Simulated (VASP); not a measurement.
# Pd (Fm-3m) in VASP: single point with r2SCAN

Aim: the single point of Pd with r2SCAN.

Program: VASP 6.6.1. These are calculated values, not measurements. Logs are shortened: lines on timing, memory, paths and dates and some standing lists are left out, and cuts for length are marked.

### Step 1. The cell of the first run

Symmetry: Fm-3m, No. 225, cubic system. The conventional cell has a = 3.935 Å, b = 3.935 Å, c = 3.935 Å, α = 90.00°, β = 90.00°, γ = 90.00°. Pd (site symmetry m-3m) has 12 Pd at 2.78 Å within 3.7 Å.

### Step 2. Single point, r2SCAN

Input file POSCAR:

```
Pd
1.0
    0.0000000000      1.9674190000      1.9674190000
    1.9674190000      0.0000000000      1.9674190000
    1.9674190000      1.9674190000      0.0000000000
Pd
1
Direct
    0.0000000000      0.0000000000      0.0000000000
```

Input file INCAR.step1:

```
  PREC = Accurate
  ENCUT = 550
  ISMEAR = -1
  SIGMA = 0.1
  LREAL = False
  LASPH = True
  NELM = 120
  NBANDS = 11
  GGA = PE
  ALGO = Normal
  EDIFF = 1E-5
  LWAVE = True
  LCHARG = False
  GGA_COMPAT = False
```

Input file INCAR.step2:

```
  PREC = Accurate
  ENCUT = 550
  EDIFF = 1E-6
  ISMEAR = -1
  SIGMA = 0.1
  LREAL = False
  LASPH = True
  NELM = 120
  ALGO = Normal
  ISIF = 2
  LWAVE = False
  LCHARG = False
  METAGGA = R2SCAN
  LMIXTAU = True
  NBANDS = 11
  ISTART = 1
  GGA_COMPAT = False
```

Input file KPOINTS:

```
regular mesh
0
Gamma
  15 15 15
```

Potentials or basis: VASP PAW PBE potentials, release 64 (Pd).

Started as:

```console
> cat potpaw_PBE.64/Pd/POTCAR > POTCAR
> cp INCAR.step1 INCAR
> mpirun -np 1 vasp_std > vasp.out
> cp INCAR.step2 INCAR
> mpirun -np 1 vasp_std > vasp.out
```

OUTCAR:

```text
PREC = Accurate
   ENCUT = 550
   EDIFF = 1E-6
   ISMEAR = -1
   LREAL = False
   LASPH = True
   NELM = 120
   ISIF = 2
   METAGGA = R2SCAN
   ISTART = 1

 ion  position               nearest neighbor table
   1  0.000  0.000  0.000-

  LATTYP: Found a face centered cubic cell.
 ALAT       =     3.9348380000

  Lattice vectors:

 A1 = (   0.0000000000,   1.9674190000,   1.9674190000)
 A2 = (   1.9674190000,   0.0000000000,   1.9674190000)
 A3 = (   1.9674190000,   1.9674190000,   0.0000000000)

Analysis of symmetry for initial positions (statically):
=====================================================================
 Subroutine PRICEL returns:
 Original cell was already a primitive cell.

 Routine SETGRP: Setting up the symmetry group for a
 face centered cubic supercell.

 Subroutine GETGRP returns: Found 48 space group operations
 (whereof 48 operations were pure point group operations)
 out of a pool of 48 trial point group operations.

The static configuration has the point symmetry O_h .

Analysis of symmetry for dynamics (positions and initial velocities):
=====================================================================
 Subroutine PRICEL returns:
 Original cell was already a primitive cell.

 Routine SETGRP: Setting up the symmetry group for a
 face centered cubic supercell.

 Subroutine GETGRP returns: Found 48 space group operations
 (whereof 48 operations were pure point group operations)
 out of a pool of 48 trial point group operations.

The dynamic configuration has the point symmetry O_h .

 Subroutine INISYM returns: Found 48 space group operations
 (whereof 48 operations are pure point group operations),
 and found     1 'primitive' translations

----------------------------------------------------------------------------------------

                                     Primitive cell

  volume of cell :      15.2307

  direct lattice vectors                    reciprocal lattice vectors
     0.000000000  1.967419000  1.967419000    -0.254140069  0.254140069  0.254140069
     1.967419000  0.000000000  1.967419000     0.254140069 -0.254140069  0.254140069
     1.967419000  1.967419000  0.000000000     0.254140069  0.254140069 -0.254140069

  length of vectors
     2.782350633  2.782350633  2.782350633     0.440183511  0.440183511  0.440183511

  position of ions in fractional coordinates (direct lattice)
     0.000000000  0.000000000  0.000000000

  ion indices of the primitive-cell ions
   primitive index   ion index
                 1           1

----------------------------------------------------------------------------------------

 KPOINTS: regular mesh

Automatic generation of k-mesh.
 Grid dimensions read from file:
 generate k-points for:   15   15   15

 Generating k-lattice:

  Cartesian coordinates                     Fractional coordinates (reciprocal lattice)
    -0.016942671  0.016942671  0.016942671     0.066666667  0.000000000  0.000000000
     0.016942671 -0.016942671  0.016942671     0.000000000  0.066666667  0.000000000
     0.016942671  0.016942671 -0.016942671     0.000000000  0.000000000  0.066666667

  Length of vectors
     0.029345567  0.029345567  0.029345567

  Shift w.r.t. Gamma in fractional coordinates (k-lattice)
     0.000000000  0.000000000  0.000000000

 Subroutine IBZKPT returns following result:
 ===========================================

 Found    120 irreducible k-points:

 Following reciprocal coordinates:
            Coordinates               Weight
  0.000000  0.000000  0.000000      1.000000
  0.066667  0.000000  0.000000      8.000000
  0.133333  0.000000  0.000000      8.000000
  0.200000  0.000000  0.000000      8.000000
  0.266667  0.000000  0.000000      8.000000
  0.333333  0.000000  0.000000      8.000000
[... 16 lines left out ...]
  0.133333  0.133333  0.000000      6.000000
  0.200000  0.133333  0.000000     24.000000
 [... further k-points ...]
   k-points           NKPTS =    120   k-points in BZ     NKDIM =    120   number of bands    NBANDS=     11
   number of dos      NEDOS =    301   number of ions     NIONS =      1
   total plane-waves  NPLWV =  13824
   dimension x,y,z NGX =    24 NGY =   24 NGZ =   24
   dimension x,y,z NGXF=    48 NGYF=   48 NGZF=   48
   ions per type =               1
   NGX,Y,Z   is equivalent  to a cutoff of  14.34, 14.34, 14.34 a.u.
   NGXF,Y,Z  is equivalent  to a cutoff of  28.68, 28.68, 28.68 a.u.
 SYSTEM =  unknown system
   PREC   = accura    normal or accurate (medium, high low for compatibility)
   ISTART =      1    job   : 0-new  1-cont  2-samecut
   ICHARG =      0    charge: 1-file 2-atom 10-const
   ISPIN  =      1    spin polarized calculation?
   LNONCOLLINEAR =      F non collinear calculations
   LSORBIT =      F    spin-orbit coupling
   LASPH  =      T    aspherical Exc in radial PAW
   ENCUT  =  550.0 eV  40.42 Ry    6.36 a.u.   5.32  5.32  5.32*2*pi/ulx,y,z
   NELM   =    120;   NELMIN=  2; NELMDL=  0     # of ELM steps
   EDIFF  = 0.1E-05   stopping-criterion for ELM
   LREAL  =      F    real-space projection
   EDIFFG = 0.1E-04   stopping-criterion for IOM
   NSW    =      0    number of steps for IOM
   IBRION =     -1    ionic relax: 0-MD 1-quasi-New 2-CG
   NFREE  =      0    steps in history (QN), initial steepest desc. (CG)
   ISIF   =      2    stress and relaxation
   ISYM   =      2    0-nonsym 1-usesym 2-fastsym
   POTIM  = 0.5000    time-step for ionic-motion
   TEBEG  =    0.0;   TEEND  =   0.0 temperature during run
   PSTRESS=    0.0 pullay stress
   NELECT =      10.0000    total number of electrons
   NUPDOWN=      -1.0000    fix difference up-down
   EMIN   =  10.00;   EMAX   =-10.00  energy-range for DOS
   EFERMI =   0.00;   METHOD = LEGACY
   ISMEAR =    -1;   SIGMA  =   0.10  broadening in eV -4-tet -1-fermi 0-gaus
   EFERMI_NEDOS =   21; number of points for ismear=-14 and -15
   IALGO  =     38    algorithm
   IMIX   =      4    mixing-type and parameters
     AMIX     =   0.40;   BMIX     =  1.00
     AMIX_MAG =   1.60;   BMIX_MAG =  1.00
  volume/ion in A,a.u.               =      15.23       102.78
  Fermi-wavevector in a.u.,A,eV,Ry     =   1.422879  2.688851 27.546147  2.024585
  Thomas-Fermi vector in A             =   2.543536
   LORBIT       =      0    0 simple, 1 ext, 2 COOP (PROOUT), +10 PAW based schemes
   METAGGA = R2SCAN    functional components
   LHFCALC =     F    Hartree Fock is set to
   AEXX    =    0.0000 exact exchange contribution
   IVDW    =     0    specifies the selected vdW correction
   LEPSILON=     F    determine dielectric tensor
   LRPA    =     F    only Hartree local field effects (RPA)
 non-spin polarized calculation
  energy-cutoff  :      550.00
  volume of cell :       15.23
 maximum number of plane-waves:       459
 NGX is ok and might be reduce to    24
   NGX = 11   NGY = 11   NGZ = 11

 number of electron       9.9999999 magnetization

 Free energy of the ion-electron system (eV)
  ---------------------------------------------------
  ext. energy  EPLUGINS =         0.00000000
  ---------------------------------------------------
  free energy    TOTEN  =       -22.98095390 eV

  energy without entropy =      -22.92050368  energy(sigma->0) =      -22.95072879

 E-fermi :   9.0968     XC(G=0): -13.8974

 val. band max:        9.0890964303   @ k =  -0.4667   0.3333   0.0667
 cond. band min:       9.1028594168   @ k =   0.4667   0.2000   0.0000
 fundamental gap:      0.0137629865
 Fermi energy:         9.0968198252

 k-point     1 :       0.0000    0.0000    0.0000
  band No.  band energies     occupation
      1       2.1432      2.00000
      2       6.3057      2.00000
      3       6.3057      2.00000
      4       6.3057      2.00000
      5       7.8321      1.99999
      6       7.8321      1.99999
      7      27.0779      0.00000
      8      31.6320      0.00000
      9      31.8726      0.00000
     10      31.8726      0.00000
     11      31.8726      0.00000

 k-point     2 :       0.0667    0.0000    0.0000
  band No.  band energies     occupation
      1       2.3057      2.00000
      2       6.2510      2.00000
      3       6.3607      2.00000
      4       6.3607      2.00000
      5       7.8070      1.99999
      6       7.8070      1.99999
      7      27.2314      0.00000
      8      30.7849      0.00000
      9      31.6561      0.00000
     10      32.0442      0.00000
     11      32.0442      0.00000

 k-point     3 :       0.1333    0.0000    0.0000
  band No.  band energies     occupation
      1       2.7649      2.00000
      2       6.1304      2.00000
      3       6.4924      2.00000
      4       6.4924      2.00000
      5       7.7682      2.00000
      6       7.7682      2.00000
      7      27.4019      0.00000
      8      28.9010      0.00000
      9      31.6513      0.00000
     10      32.5113      0.00000
     11      32.5113      0.00000

 k-point     4 :       0.2000    0.0000    0.0000
  band No.  band energies     occupation
      1       3.3997      2.00000
      2       6.1005      2.00000
      3       6.5932      2.00000
      4       6.5932      2.00000
      5       7.8272      1.99999
      6       7.8272      1.99999
      7      25.8720      0.00000
      8      28.3048      0.00000
      9      31.6461      0.00000
     10      33.0942      0.00000
     11      33.0942      0.00000
[... 239 lines left out ...]
 k-point    22 :      -0.0667    0.0667    0.0000
  band No.  band energies     occupation
      1       2.5688      2.00000
      2       6.1453      2.00000
      3       6.4371      2.00000
      4       6.4770      2.00000
      5       7.6867      2.00000
      6       7.8642      1.99999
      7      27.4393      0.00000
      8      29.7948      0.00000
      9      31.5488      0.00000
     10      31.6546      0.00000
     11      32.7011      0.00000

 k-point    23 :       0.1333    0.1333    0.0000
  band No.  band energies     occupation
      1       2.9746      2.00000
      2       5.8763      2.00000
      3       6.6864      2.00000
      4       6.6864      2.00000
      5       7.4206      2.00000
      6       8.0093      1.99996
      7      27.8924      0.00000
      8      29.8864      0.00000
      9      30.8772      0.00000
     10      30.8772      0.00000
     11      31.6511      0.00000

 k-point    24 :       0.2000    0.1333    0.0000
  band No.  band energies     occupation
      1       3.4724      2.00000
      2       5.6873      2.00000
      3       6.8097      2.00000
      4       6.8689      2.00000
      5       7.3880      2.00000
      6       8.1109      1.99990
      7      27.7255      0.00000
      8      28.6440      0.00000
      9      30.3035      0.00000
     10      31.2277      0.00000
     11      31.6319      0.00000

 [... further k-points ...]

------------------------ aborting loop because EDIFF is reached ----------------------------------------

  FORCE on cell =-STRESS in cart. coord.  units (eV):
  Direction    XX          YY          ZZ          XY          YZ          ZX
  --------------------------------------------------------------------------------------
  -------------------------------------------------------------------------------------
  Total       -0.2705832     -0.2705832     -0.2705832      0.0000000      0.0000000      0.0000000
  in kB      -28.4636611    -28.4636611    -28.4636611      0.0000000      0.0000000      0.0000000
  external PRESSURE =     -28.4636611 kB  Pullay stress =       0.0000000 kB

 VOLUME and BASIS-vectors are now :
 -----------------------------------------------------------------------------
  energy-cutoff  :      550.00
  volume of cell :       15.23
      direct lattice vectors                 reciprocal lattice vectors
     0.000000000  1.967419000  1.967419000    -0.254140069  0.254140069  0.254140069
     1.967419000  0.000000000  1.967419000     0.254140069 -0.254140069  0.254140069
     1.967419000  1.967419000  0.000000000     0.254140069  0.254140069 -0.254140069

 POSITION                                       TOTAL-FORCE (eV/Angst)
 -----------------------------------------------------------------------------------
      0.00000      0.00000      0.00000         0.000000      0.000000      0.000000
 -----------------------------------------------------------------------------------
    total drift:                               -0.000000      0.000000     -0.000000

  FREE ENERGIE OF THE ION-ELECTRON SYSTEM (eV)
  ---------------------------------------------------
  free  energy   TOTEN  =       -22.9809538984 eV

  energy  without entropy=      -22.9205036837  energy(sigma->0) =      -22.95072879
```

Run time: 65 s. Hardware: 1 thread of AMD EPYC 9R45 (Zen 5), shared host; peak memory 0.13 GiB.

Results:

* Free energy: -22.9810 eV
* Pressure: -2.8 GPa
* Band gap on the k mesh: zero (band 5 reaches 9.33 eV, above the bottom of band 6 at 7.77 eV)

Caveat: the PAW data sets were made with another functional, which shifts forces and pressure a little.
